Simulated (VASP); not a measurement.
# HC18 in VASP: a series of runs

The runs below take HC18 through single point, with PBE.

Program: VASP 6.6.1. These are calculated values, not measurements. Logs are shortened: lines on timing, memory, paths and dates and some standing lists are left out, and cuts for length are marked.

### 1 The cell of the first run

The cell holds a slab with vacuum, 19 atoms: a = 7.398 Å, b = 7.398 Å, c = 11.000 Å, α = 90.00°, β = 90.00°, γ = 120.00°.

### 2 Single point, PBE, collinear spin, ferromagnetic start

INCAR reads:

```
PREC = Accurate ; ENCUT = 520
EDIFF = 1E-6 ; ISMEAR = 0
SIGMA = 0.02 ; LREAL = Auto
LASPH = T ; NELM = 150
ALGO = Normal ; ISIF = 2
LWAVE = F ; LCHARG = T
ISPIN = 2 ; MAGMOM = 0 0 0 0 0 0 0 0 0 0 0 0 0 0 0 0 0 0 1
LORBIT = 11 ; GGA = PE
LELF = T ; LVHAR = T
NBANDS = 56
```

KPOINTS reads:

```
Automatic mesh
0
Gamma
  2 2 1
```

POSCAR reads:

```
HC18
1.0
    7.3980000000      0.0000000000      0.0000000000
   -3.6990000000      6.4068560000      0.0000000000
    0.0000000000      0.0000000000     11.0000000000
C H
18 1
Direct
   -0.0023171938     -0.0046343876      0.0844740258
    0.2191242789      0.1061997152      0.0875025537
   -0.0023225600      0.3292505623      0.0883037048
    0.2202743901      0.4405487803      0.0878617425
   -0.0023163248      0.6631370115      0.0844876657
    0.2191229815      0.7737470271      0.0875096192
    0.3258933658     -0.0066417867      0.0911371148
    0.5536066451      0.1072132901      0.1124638810
    0.3315731223      0.3292505623      0.0883037048
    0.5546196609      0.4416982363      0.0875144023
    0.3315711521      0.6631423042      0.0883102965
    0.5546240456      0.7737470271      0.0875096192
    0.6674648475     -0.0066417867      0.0911371148
    0.8870754363      0.1061997152      0.0875025537
    0.6674616190      0.3349232380      0.0911463502
    0.8870785754      0.4416982363      0.0875144023
    0.6654533363      0.6631370115      0.0844876657
    0.8869396903      0.7738793807      0.0840016604
    0.5535914165      0.1071828330      0.2151955426
```

Potentials or basis: VASP PAW PBE potentials, release 64 (C, H).

Started as:

```
> cat potpaw_PBE.64/C/POTCAR potpaw_PBE.64/H/POTCAR > POTCAR
> mpirun -np 1 vasp_std > vasp.out
```

OUTCAR:

```text
PREC = Accurate
   ENCUT = 520
   EDIFF = 1E-6
   ISMEAR = 0
   LREAL = Auto
   LASPH = T
   NELM = 150
   ISIF = 2
   ISPIN = 2
   LORBIT = 11
   GGA = PE

 ion  position               nearest neighbor table
   1  0.998  0.995  0.084-  18 1.42  14 1.42   2 1.42
   2  0.219  0.106  0.088-   7 1.41   1 1.42   9 1.43
   3  0.998  0.329  0.088-   4 1.43  16 1.43  14 1.43
   4  0.220  0.441  0.088-  11 1.43   3 1.43   9 1.43
   5  0.998  0.663  0.084-  18 1.42  16 1.42   6 1.42
   6  0.219  0.774  0.088-   7 1.41   5 1.42  11 1.43
   7  0.326  0.993  0.091-   2 1.41   6 1.41   8 1.48
   8  0.554  0.107  0.112-  19 1.13  15 1.48  13 1.48   7 1.48
   9  0.332  0.329  0.088-   4 1.43  10 1.43   2 1.43
  10  0.555  0.442  0.088-  15 1.41  17 1.42   9 1.43
  11  0.332  0.663  0.088-   4 1.43   6 1.43  12 1.43
  12  0.555  0.774  0.088-  13 1.41  17 1.42  11 1.43
  13  0.667  0.993  0.091-  14 1.41  12 1.41   8 1.48
  14  0.887  0.106  0.088-  13 1.41   1 1.42   3 1.43
  15  0.667  0.335  0.091-  10 1.41  16 1.41   8 1.48
  16  0.887  0.442  0.088-  15 1.41   5 1.42   3 1.43
  17  0.665  0.663  0.084-  18 1.42  10 1.42  12 1.42
  18  0.887  0.774  0.084-   1 1.42  17 1.42   5 1.42
  19  0.554  0.107  0.215-   8 1.13

  LATTYP: Found a hexagonal cell.
 ALAT       =     7.3980000000
 C/A-ratio  =     1.4868883482

  Lattice vectors:

 A1 = (   7.3980000000,   0.0000000000,   0.0000000000)
 A2 = (  -3.6990000000,   6.4068560000,   0.0000000000)
 A3 = (   0.0000000000,   0.0000000000,  11.0000000000)

Analysis of symmetry for initial positions (statically):
=====================================================================
 Subroutine PRICEL returns:
 Original cell was already a primitive cell.

 Routine SETGRP: Setting up the symmetry group for a
 hexagonal supercell.

 Subroutine GETGRP returns: Found  2 space group operations
 (whereof  2 operations were pure point group operations)
 out of a pool of 24 trial point group operations.

The static configuration has the point symmetry C_1h.

Analysis of symmetry for dynamics (positions and initial velocities):
=====================================================================
 Subroutine PRICEL returns:
 Original cell was already a primitive cell.

 Routine SETGRP: Setting up the symmetry group for a
 hexagonal supercell.

 Subroutine GETGRP returns: Found  2 space group operations
 (whereof  2 operations were pure point group operations)
 out of a pool of 24 trial point group operations.

The dynamic configuration has the point symmetry C_1h.

Analysis of structural, dynamic, and magnetic symmetry:
=====================================================================
 Subroutine PRICEL returns:
 Original cell was already a primitive cell.

 Routine SETGRP: Setting up the symmetry group for a
 hexagonal supercell.

 Subroutine GETGRP returns: Found  2 space group operations
 (whereof  2 operations were pure point group operations)
 out of a pool of 24 trial point group operations.

The overall configuration has the point symmetry C_1h.

 Subroutine INISYM returns: Found  2 space group operations
 (whereof  2 operations are pure point group operations),
 and found     1 'primitive' translations

----------------------------------------------------------------------------------------

                                     Primitive cell

  volume of cell :     521.3771

  direct lattice vectors                    reciprocal lattice vectors
     7.398000000  0.000000000  0.000000000     0.135171668  0.078041398  0.000000000
    -3.699000000  6.406856000  0.000000000     0.000000000  0.156082796  0.000000000
     0.000000000  0.000000000 11.000000000     0.000000000  0.000000000  0.090909091

  length of vectors
     7.398000000  7.398000054 11.000000000     0.156082797  0.156082796  0.090909091

  position of ions in fractional coordinates (direct lattice)
     0.997682806  0.995365612  0.084474026
[... 72 lines left out ...]
   k-points           NKPTS =      3   k-points in BZ     NKDIM =      3   number of bands    NBANDS=     56
   number of dos      NEDOS =    301   number of ions     NIONS =     19
   total plane-waves  NPLWV = 263424
   dimension x,y,z NGX =    56 NGY =   56 NGZ =   84
   dimension x,y,z NGXF=   112 NGYF=  112 NGZF=  168
   ions per type =              18   1
   NGX,Y,Z   is equivalent  to a cutoff of  12.58, 12.58, 12.70 a.u.
   NGXF,Y,Z  is equivalent  to a cutoff of  25.17, 25.17, 25.39 a.u.
 SYSTEM =  unknown system
   PREC   = accura    normal or accurate (medium, high low for compatibility)
   ISTART =      0    job   : 0-new  1-cont  2-samecut
   ICHARG =      2    charge: 1-file 2-atom 10-const
   ISPIN  =      2    spin polarized calculation?
   LNONCOLLINEAR =      F non collinear calculations
   LSORBIT =      F    spin-orbit coupling
   LASPH  =      T    aspherical Exc in radial PAW
   ENCUT  =  520.0 eV  38.22 Ry    6.18 a.u.  13.76 13.76 20.45*2*pi/ulx,y,z
   NELM   =    150;   NELMIN=  2; NELMDL= -5     # of ELM steps
   EDIFF  = 0.1E-05   stopping-criterion for ELM
   LREAL  =      T    real-space projection
   EDIFFG = 0.1E-04   stopping-criterion for IOM
   NSW    =      0    number of steps for IOM
   IBRION =     -1    ionic relax: 0-MD 1-quasi-New 2-CG
   NFREE  =      0    steps in history (QN), initial steepest desc. (CG)
   ISIF   =      2    stress and relaxation
   ISYM   =      2    0-nonsym 1-usesym 2-fastsym
   POTIM  = 0.5000    time-step for ionic-motion
   TEBEG  =    0.0;   TEEND  =   0.0 temperature during run
   PSTRESS=    0.0 pullay stress
   NELECT =      73.0000    total number of electrons
   NUPDOWN=      -1.0000    fix difference up-down
   EMIN   =  10.00;   EMAX   =-10.00  energy-range for DOS
   EFERMI =   0.00;   METHOD = LEGACY
   ISMEAR =     0;   SIGMA  =   0.02  broadening in eV -4-tet -1-fermi 0-gaus
   EFERMI_NEDOS =   21; number of points for ismear=-14 and -15
   IALGO  =     38    algorithm
   IMIX   =      4    mixing-type and parameters
     AMIX     =   0.40;   BMIX     =  1.00
     AMIX_MAG =   1.60;   BMIX_MAG =  1.00
  volume/ion in A,a.u.               =      27.44       185.18
  Fermi-wavevector in a.u.,A,eV,Ry     =   0.850090  1.606438  9.832301  0.722654
  Thomas-Fermi vector in A             =   1.966013
   LORBIT       =     11    0 simple, 1 ext, 2 COOP (PROOUT), +10 PAW based schemes
   GGA     = PE    functional components
   LHFCALC =     F    Hartree Fock is set to
   AEXX    =    0.0000 exact exchange contribution
   IVDW    =     0    specifies the selected vdW correction
   LEPSILON=     F    determine dielectric tensor
   LRPA    =     F    only Hartree local field effects (RPA)
 spin polarized calculation
 Gauss-broadening in eV      SIGMA  =   0.02
  energy-cutoff  :      520.00
  volume of cell :      521.38
 maximum number of plane-waves:     14099
 NGX is ok and might be reduce to    56
   NGX = 27   NGY = 27   NGZ = 41

 number of electron      72.9999998 magnetization      -0.0000167

 number of electron      72.9999998 magnetization       0.0000019

 Free energy of the ion-electron system (eV)
  ---------------------------------------------------
  ext. energy  EPLUGINS =         0.00000000
  ---------------------------------------------------
  free energy    TOTEN  =      -167.63530893 eV

  energy without entropy =     -167.63521081  energy(sigma->0) =     -167.63525987

 E-fermi :  -1.2219     XC(G=0):  -3.9477

 val. band max:       -1.2623829826   @ k =   0.0000   0.0000   0.0000
 cond. band min:      -1.1767073091   @ k =   0.5000  -0.0000   0.0000
 fundamental gap:      0.0856756735
 Fermi energy:        -1.2218887063

 spin component 1

 k-point     1 :       0.0000    0.0000    0.0000
  band No.  band energies     occupation
      1     -20.8937      1.00000
      2     -18.5558      1.00000
      3     -18.3194      1.00000
      4     -18.3193      1.00000
      5     -18.2093      1.00000
      6     -18.1938      1.00000
[... 142 lines left out ...]
     47       4.2677      0.00000
     48       4.4654      0.00000
 Fermi energy:        -1.2218887063

 spin component 2

 k-point     1 :       0.0000    0.0000    0.0000
  band No.  band energies     occupation
      1     -20.8937      1.00000
      2     -18.5558      1.00000
      3     -18.3194      1.00000
      4     -18.3193      1.00000
      5     -18.2093      1.00000
      6     -18.1938      1.00000
[... 142 lines left out ...]
     47       4.2676      0.00000
     48       4.4652      0.00000
 [bands above 48 left out]

------------------------ aborting loop because EDIFF is reached ----------------------------------------

  FORCE on cell =-STRESS in cart. coord.  units (eV):
  Direction    XX          YY          ZZ          XY          YZ          ZX
  --------------------------------------------------------------------------------------
  -------------------------------------------------------------------------------------
  Total        5.2051581      5.2092316     -0.1180634      0.0000000      0.0005769      0.0000000
  in kB       15.9953052     16.0078229     -0.3628057      0.0000000      0.0017729      0.0000000
  external PRESSURE =      10.5467741 kB  Pullay stress =       0.0000000 kB

 VOLUME and BASIS-vectors are now :
 -----------------------------------------------------------------------------
  energy-cutoff  :      520.00
  volume of cell :      521.38
      direct lattice vectors                 reciprocal lattice vectors
     7.398000000  0.000000000  0.000000000     0.135171668  0.078041398  0.000000000
    -3.699000000  6.406856000  0.000000000     0.000000000  0.156082796  0.000000000
     0.000000000  0.000000000 11.000000000     0.000000000  0.000000000  0.090909091

 POSITION                                       TOTAL-FORCE (eV/Angst)
 -----------------------------------------------------------------------------------
      3.69900      6.37716      0.92921        -0.000000     -0.001543     -0.001386
      1.22825      0.68041      0.96253        -0.007107      0.010514     -0.001162
      6.16292      2.10946      0.97134         0.004438      0.002484     -0.000060
     -0.00000      2.82253      0.96648        -0.000000     -0.000598      0.007588
      4.92792      4.24862      0.92936        -0.000167      0.000477     -0.001970
     -1.24102      4.95729      0.96261         0.006188     -0.011533     -0.000969
[... 11 lines left out ...]
      3.69900      4.95813      0.92402        -0.000000      0.000330     -0.005984
      3.69900      0.68670      2.36715        -0.000000      0.000130      0.006244
 -----------------------------------------------------------------------------------
    total drift:                               -0.000003      0.006049      0.003965

  FREE ENERGIE OF THE ION-ELECTRON SYSTEM (eV)
  ---------------------------------------------------
  free  energy   TOTEN  =      -167.6353089338 eV

  energy  without entropy=     -167.6352108140  energy(sigma->0) =     -167.63525987

 total charge

# of ion       s       p       d       tot
------------------------------------------
    1        0.862   1.804   0.000   2.666
    2        0.862   1.806   0.000   2.667
    3        0.862   1.774   0.000   2.636
    4        0.861   1.784   0.000   2.645
    5        0.862   1.804   0.000   2.666
    6        0.862   1.806   0.000   2.667
[... 11 lines left out ...]
   18        0.865   1.793   0.000   2.658
   19        0.582   0.042   0.000   0.624
--------------------------------------------------
tot         16.090  32.316   0.000  48.406

 magnetization (x)

# of ion       s       p       d       tot
------------------------------------------
    1       -0.000  -0.000   0.000  -0.000
    2        0.000   0.000   0.000   0.000
    3       -0.000  -0.000   0.000  -0.000
    4       -0.000   0.000   0.000  -0.000
    5       -0.000  -0.000   0.000  -0.000
    6        0.000   0.000   0.000   0.000
[... 11 lines left out ...]
   18        0.000   0.000   0.000   0.000
   19        0.000  -0.000   0.000   0.000
--------------------------------------------------
tot         -0.000   0.000   0.000   0.000
```

Wall time 5.2 min (1 thread of Intel Xeon Platinum 8488C (Sapphire Rapids), shared host); peak memory 0.76 GiB.

Results:

| Item | Value |
| --- | --- |
| Free energy | -167.6353 eV |
| Largest force | 0.013 eV/Å |
| Net moment | 0.00 μB per cell |
| Valence electrons inside the program's atomic spheres | C 2.67, 2.64, 2.65, 2.66; H 0.62 |

Forces on the atoms (eV/Å):
```
C    0.000 -0.002 -0.001
C   -0.007  0.011 -0.001
C    0.004  0.002  0.000
C    0.000 -0.001  0.008
C    0.000  0.000 -0.002
C    0.006 -0.012 -0.001
C   -0.005 -0.003 -0.001
C    0.000 -0.003  0.006
C   -0.004  0.002  0.000
C   -0.011  0.001 -0.001
C    0.000 -0.004 -0.001
C   -0.006 -0.012 -0.001
C    0.005 -0.003 -0.001
C    0.007  0.011 -0.001
C    0.000  0.009  0.000
C    0.011  0.001 -0.001
C    0.000  0.000 -0.002
C    0.000  0.000 -0.006
H    0.000  0.000  0.006
```

Caveat: the k points lie up to 0.49 Å⁻¹ apart.

### 3 Single point, PBE, collinear spin, ferromagnetic start

INCAR reads:

```
PREC = Accurate
ENCUT = 520
EDIFF = 1E-6
ISMEAR = 0
SIGMA = 0.02
LREAL = Auto
LASPH = True
NELM = 150
ALGO = Normal
ISIF = 2
LWAVE = False
LCHARG = False
ISPIN = 2
MAGMOM = 0 0 0 0 0 0 0 0 0 0 0 0 0 0 0 0 0 0 1
LORBIT = 11
GGA = PE
NBANDS = 56
```

KPOINTS reads:

```
regular mesh
0
Gamma
  2 2 1
```

POSCAR reads:

```
HC18
1.0
    7.3980000000      0.0000000000      0.0000000000
   -3.6990000000      6.4068560000      0.0000000000
    0.0000000000      0.0000000000     11.0000000000
C H
18 1
Direct
    0.0039721922      0.0056719358      0.0855123259
    0.2232544859      0.1180271160      0.0914984587
    0.0034156554      0.3378667739      0.0795118823
    0.2250556257      0.4487013792      0.0806597742
    0.0039854604      0.6706250992      0.0857681670
    0.2232778545      0.7775733773      0.0918972149
    0.3369079907      0.0046815615      0.1232626578
    0.5637440817      0.1180107449      0.0912798918
    0.3356135061      0.3373466803      0.0855838338
    0.5590653955      0.4491509258      0.0882360354
    0.3356231845      0.6706114985      0.0857793534
    0.5590769136      0.7822024549      0.0882361661
    0.6706921412      0.0056587813      0.0853498076
    0.8926114376      0.1162151480      0.0803890980
    0.6706992095      0.3373354109      0.0854148686
    0.8926215929      0.4487219729      0.0805477168
    0.6700944867      0.6711938792      0.0880006862
    0.8921068159      0.7822067482      0.0882841476
    0.3375016701      0.0057815121      0.2256972139
```

Potentials or basis: VASP PAW PBE potentials, release 64 (C, H).

Started as:

```
> cat potpaw_PBE.64/C/POTCAR potpaw_PBE.64/H/POTCAR > POTCAR
> mpirun -np 1 vasp_std > vasp.out
```

Wall time 7.1 min (1 thread of Intel Xeon Platinum 8488C (Sapphire Rapids), shared host); peak memory 0.79 GiB.

The run converged. Its results:

* Free energy: -167.7814 eV
* Largest force: 0.036 eV/Å
* Band gap on the k mesh: 0.28 eV, direct
* Net moment: 1.00 μB per cell
* Site moments: C -0.06, +0.13, -0.03, +0.06, -0.02, +0.12, -0.04; H +0.05 μB
* Valence electrons inside the program's atomic spheres: C 2.66, 2.63, 2.65, 2.64; H 0.65

Forces in eV/Å, atoms in the order of the input:
```
C   -0.004 -0.004 -0.004
C    0.015 -0.005 -0.005
C    0.002  0.002 -0.010
C    0.002  0.000 -0.010
C   -0.005  0.002  0.001
C    0.010  0.005 -0.010
C   -0.014  0.001  0.008
C    0.007 -0.001  0.007
C    0.000  0.000 -0.005
C   -0.005  0.000  0.000
C    0.001  0.009 -0.003
C   -0.001  0.011  0.001
C   -0.003 -0.013  0.006
C   -0.006  0.003 -0.009
C   -0.002  0.007  0.003
C   -0.001 -0.002 -0.010
C   -0.003 -0.007  0.003
C    0.005  0.008  0.004
H    0.003 -0.015  0.033
```

Levels at points of the mesh, in eV from the valence-band top:
Spin up:
| k point | band 35 | band 36 | band 37 | band 38 | band 39 | band 40 |
| --- | --- | --- | --- | --- | --- | --- |
| (0.00, 0.00, 0.00) | -1.83 | -0.11 | -0.11 | 0.28 | 2.22 | 3.24 |
| (0.50, 0.00, 0.00) | -2.52 | -2.33 | -0.11 | 1.94 | 2.55 | 2.58 |
| (0.00, 0.50, 0.00) | -2.52 | -2.33 | -0.11 | 1.94 | 2.55 | 2.58 |
| (0.50, 0.50, 0.00) | -2.52 | -2.33 | -0.11 | 1.94 | 2.55 | 2.57 |
Spin down:
```tsv
k point	band 33	band 34	band 35	band 36	band 37	band 38	band 39	band 40
(0.00, 0.00, 0.00)	-2.85	-2.85	-1.66	0.00	0.44	0.44	2.42	3.35
(0.50, 0.00, 0.00)	-2.45	-2.41	-2.40	-2.22	0.50	2.04	2.69	2.76
(0.00, 0.50, 0.00)	-2.45	-2.41	-2.40	-2.22	0.50	2.04	2.69	2.76
(0.50, 0.50, 0.00)	-2.45	-2.41	-2.40	-2.22	0.50	2.04	2.69	2.76
```

Caveat: the k points lie up to 0.49 Å⁻¹ apart.
